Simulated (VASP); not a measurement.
# TiC2 in VASP: further runs, part 2 of 2

VASP 6.6.1. The steps go on from the part before.

## (3) Single point, PBE

This run uses another cell than the first one: it holds 3 atoms, not 6.

Input file INCAR:

```
PREC     = Accurate       # precision mode
ENCUT    = 520            # plane-wave cutoff, eV
EDIFF    = 1E-7           # SCF threshold, eV
ISMEAR   = 0              # smearing method
SIGMA    = 0.1            # smearing width, eV
LREAL    = F              # projectors in reciprocal space
LASPH    = T              # aspherical terms in the spheres
NELM     = 80             # most SCF steps
ALGO     = Normal         # electronic algorithm
ISIF     = 2              # what is computed and relaxed
LWAVE    = F              # write WAVECAR
LCHARG   = F              # write CHGCAR
GGA      = PE             # functional
NBANDS   = 17             # bands
```

Input file KPOINTS:

```
Automatic mesh
0
Gamma
  16 16 8
```

Input file POSCAR:

```
TiC2
1.0
    2.9705547439      0.0000000000      0.0000000000
    0.0000000000      2.9705547439      0.0000000000
    0.0000000000      0.0000000000      5.9425480759
Ti C
1 2
Direct
    0.5000000000      0.5000000000      0.5000000000
    0.0000000000      0.0000000000      0.6149980965
    0.0000000000      0.0000000000      0.3850019035
```

Potentials or basis: VASP PAW PBE potentials, release 64 (Ti_sv, C).

On the command line:

```console
$ cat potpaw_PBE.64/Ti_sv/POTCAR potpaw_PBE.64/C/POTCAR > POTCAR
$ mpirun -np 1 vasp_std > vasp.out
```

OUTCAR:

```text
PREC = Accurate
   ENCUT = 520
   EDIFF = 1E-7
   ISMEAR = 0
   LREAL = F
   LASPH = T
   NELM = 80
   ISIF = 2
   GGA = PE

 ion  position               nearest neighbor table
   1  0.500  0.500  0.500-   2 2.21   3 2.21   2 2.21   3 2.21   2 2.21   3 2.21   2 2.21   3 2.21

   2  0.000  0.000  0.615-   3 1.37   1 2.21   1 2.21   1 2.21   1 2.21
   3  0.000  0.000  0.385-   2 1.37   1 2.21   1 2.21   1 2.21   1 2.21

  LATTYP: Found a simple tetragonal cell.
 ALAT       =     2.9705547439
 C/A-ratio  =     2.0004842826

  Lattice vectors:

 A1 = (   2.9705547439,   0.0000000000,   0.0000000000)
 A2 = (   0.0000000000,   2.9705547439,   0.0000000000)
 A3 = (   0.0000000000,   0.0000000000,   5.9425480759)

Analysis of symmetry for initial positions (statically):
=====================================================================
 Subroutine PRICEL returns:
 Original cell was already a primitive cell.

 Routine SETGRP: Setting up the symmetry group for a
 simple tetragonal supercell.

 Subroutine GETGRP returns: Found 16 space group operations
[... 162 lines left out ...]
  ext. energy  EPLUGINS =         0.00000000
  ---------------------------------------------------
  free energy    TOTEN  =       -24.23818692 eV

  energy without entropy =      -24.22938289  energy(sigma->0) =      -24.23378490

 E-fermi :   1.9531     XC(G=0):  -8.2267

 val. band max:        1.9228993474   @ k =   0.3750   0.0625   0.3750
 cond. band min:       1.9538641919   @ k =   0.3750   0.0625   0.2500
 fundamental gap:      0.0309648445
 Fermi energy:         1.9530902906

 k-point     1 :       0.0000    0.0000    0.0000
  band No.  band energies     occupation
      1     -55.3669      2.00000
      2     -31.5807      2.00000
      3     -31.5124      2.00000
      4     -31.5124      2.00000
      5     -13.8656      2.00000
      6      -4.4097      2.00000
[... 457 lines left out ...]
      4     -31.5136      2.00000
      5     -12.4487      2.00000
      6      -4.6454      2.00000
[... 9 lines left out ...]
     16       7.6146      0.00000
     17      10.7659      0.00000

 [... further k-points ...]
[... 5 lines left out ...]
  --------------------------------------------------------------------------------------
  -------------------------------------------------------------------------------------
  Total        0.0914211      0.0914211      0.1533928      0.0000000      0.0000000     -0.0000000
  in kB        2.7932466      2.7932466      4.6867067      0.0000000      0.0000000     -0.0000000
  external PRESSURE =       3.4243999 kB  Pullay stress =       0.0000000 kB

 VOLUME and BASIS-vectors are now :
 -----------------------------------------------------------------------------
  energy-cutoff  :      520.00
  volume of cell :       52.44
      direct lattice vectors                 reciprocal lattice vectors
     2.970554744  0.000000000  0.000000000     0.336637459  0.000000000  0.000000000
     0.000000000  2.970554744  0.000000000     0.000000000  0.336637459  0.000000000
     0.000000000  0.000000000  5.942548076     0.000000000  0.000000000  0.168277982

 POSITION                                       TOTAL-FORCE (eV/Angst)
 -----------------------------------------------------------------------------------
      1.48528      1.48528      2.97127         0.000000     -0.000000     -0.000000
      0.00000      0.00000      3.65466         0.000000     -0.000000      0.117630
      0.00000      0.00000      2.28789         0.000000      0.000000     -0.117630
 -----------------------------------------------------------------------------------
    total drift:                                0.000000      0.000000     -0.000000

  FREE ENERGIE OF THE ION-ELECTRON SYSTEM (eV)
  ---------------------------------------------------
  free  energy   TOTEN  =       -24.2381869231 eV

  energy  without entropy=      -24.2293828857  energy(sigma->0) =      -24.23378490
```

Wall time 3.2 min (1 thread of Intel Xeon 6975P-C (Granite Rapids), shared host); peak memory 0.31 GiB.

Results:

- Free energy: -24.2382 eV
- Pressure: 0.3 GPa
- Largest force: 0.118 eV/Å
- Band gap on the k mesh: zero (bands 10 and 11 overlap by 1.46 eV)

Forces on the atoms (eV/Å):
```
Ti   0.000  0.000  0.000
C    0.000  0.000  0.118
C    0.000  0.000 -0.118
```

Stress tensor (GPa, compression positive):
```
0.28 0.00 0.00
0.00 0.28 0.00
0.00 0.00 0.47
```

Levels at points of the mesh, in eV from the Fermi level:
| k point | band 7 | band 8 | band 9 | band 10 | band 11 | band 12 | band 13 | band 14 |
| --- | --- | --- | --- | --- | --- | --- | --- | --- |
| (0.00, 0.00, 0.00) | -3.52 | -1.93 | -1.93 | -1.59 | 0.26 | 0.26 | 1.48 | 2.23 |
| (0.50, 0.00, 0.00) | -6.25 | -4.59 | -1.78 | 0.53 | 1.02 | 1.66 | 2.59 | 2.92 |
| (0.50, 0.50, 0.00) | -4.57 | -4.03 | -2.29 | -2.29 | -0.75 | 1.70 | 2.98 | 3.73 |
| (0.00, 0.00, 0.50) | -3.26 | -1.93 | -1.93 | -1.59 | 0.26 | 0.26 | 1.48 | 2.24 |
| (0.50, 0.00, 0.50) | -6.30 | -4.59 | -1.62 | 0.38 | 1.14 | 1.66 | 2.59 | 2.84 |
| (0.50, 0.50, 0.50) | -4.56 | -4.07 | -2.31 | -2.31 | -0.65 | 1.73 | 2.98 | 3.74 |

## (4) Relaxation of cell and atoms, PBE

This run uses another cell than the first one: it holds 3 atoms, not 6.

Input file INCAR:

```
PREC = Accurate ; ENCUT = 600
EDIFF = 1E-7 ; ISMEAR = 0
SIGMA = 0.1 ; LREAL = False
LASPH = True ; NELM = 100
ALGO = Normal ; ISIF = 3
LWAVE = False ; LCHARG = False
GGA = PE ; IBRION = 2
NSW = 100 ; EDIFFG = -0.01
```

Input file KPOINTS:

```
regular mesh
0
Gamma
  16 16 8
```

Input file POSCAR:

```
TiC2
1.0
    2.9733383618      0.0000000000      0.0000000000
    0.0000000000      2.9733383618      0.0000000000
    0.0000000000      0.0000000000      5.4696993761
Ti C
1 2
Direct
    0.5000000000      0.5000000000      0.5000000000
    0.0000000000      0.0000000000      0.6246953870
    0.0000000000      0.0000000000      0.3753046130
```

On the command line:

```console
$ cat potpaw_PBE.64/Ti_sv/POTCAR potpaw_PBE.64/C/POTCAR > POTCAR
$ mpirun -np 1 vasp_std > vasp.out
```

Run time: 6.8 min. Hardware: 1 thread of Intel Xeon 6975P-C (Granite Rapids), shared host; peak memory 0.33 GiB.

The run converged. Its results:

```yaml
Free_energy: -24.2378 eV
Relaxed_volume: 16.11 Å³/atom
Relaxed_cell: a = 2.970 Å, b = 2.970 Å, c = 5.476 Å, α = 90.00°, β = 90.00°, γ = 90.00°
Space_group_after_relaxing_to_0.1_Å: P4/mmm (No. 123)
Energy_gained_by_relaxing: 0.2 meV/atom
Ionic_steps: 5
Pressure_after_relaxing: 0.1 GPa
Band_gap_on_the_k_mesh: zero (bands 10 and 11 overlap by 1.57 eV)
```

The path:
| step | energy change (eV) | largest force (eV/Å) | pressure (GPa) | volume (Å³) |
| --- | --- | --- | --- | --- |
| 1 | 0.0000 | 0.2015 | 0.27 | 48.36 |
| 2 | 0.0069 | 0.7187 | -1.57 | 48.55 |
| 3 | -0.0006 | 0.0073 | -0.15 | 48.40 |
| 4 | -0.0006 | 0.0035 | -0.14 | 48.40 |
| 5 | -0.0006 | 0.0001 | 0.08 | 48.32 |

Final structure:
```yaml
crystal:
  lattice:
    - [2.97028, 0.00000, 0.00000]
    - [0.00000, 2.97028, 0.00000]
    - [0.00000, 0.00000, 5.47643]
  atoms:
    - { symbol: Ti, position: [0.50000, 0.50000, 0.50000] }
    - { symbol: C, position: [0.00000, 0.00000, 0.62507] }
    - { symbol: C, position: [0.00000, 0.00000, 0.37493] }
```

Levels at points of the mesh, in eV from the Fermi level:
```tsv
k point	band 8	band 9	band 10	band 11	band 12	band 13
(0.00, 0.00, 0.00)	-1.90	-1.90	-1.58	0.27	0.27	1.49
(0.50, 0.00, 0.00)	-4.56	-1.85	0.59	0.98	1.67	2.60
(0.50, 0.50, 0.00)	-3.99	-2.28	-2.28	-0.79	1.69	2.99
(0.00, 0.00, 0.50)	-1.89	-1.89	-1.57	0.26	0.26	1.49
(0.50, 0.00, 0.50)	-4.56	-1.52	0.31	1.19	1.67	2.60
(0.50, 0.50, 0.50)	-4.10	-2.32	-2.32	-0.57	1.76	2.99
```

## (5) Summary

```tsv
task	cell	k mesh	cutoff (eV)	gap on the mesh (eV)	pressure (GPa)	largest force (eV/Å)
single point	a = 2.986, b = 5.470, c = 5.922 Å, 6 atoms, atomic positions A	6 × 4 × 4	520	none	0.5	0.14
single point	a = 2.971, b = 2.971, c = 5.943 Å, 3 atoms, atomic positions B	16 × 16 × 8	520	none	0.3	0.12
relaxation of cell and atoms	relaxed from a = 2.973, b = 2.973, c = 5.470 Å, 3 atoms, atomic positions C	16 × 16 × 8	600	none	0.1	-
```

Alike in all rows: level PBE; potentials or basis VASP PAW PBE potentials, release 64 (Ti_sv, C); no spin polarisation; smearing gaussian 0.1 eV.

Total energies depend on the potentials used, so only differences within one code and one set of settings carry meaning.

The gap in the log of VASP goes by the Fermi energy; the results here count the filled bands.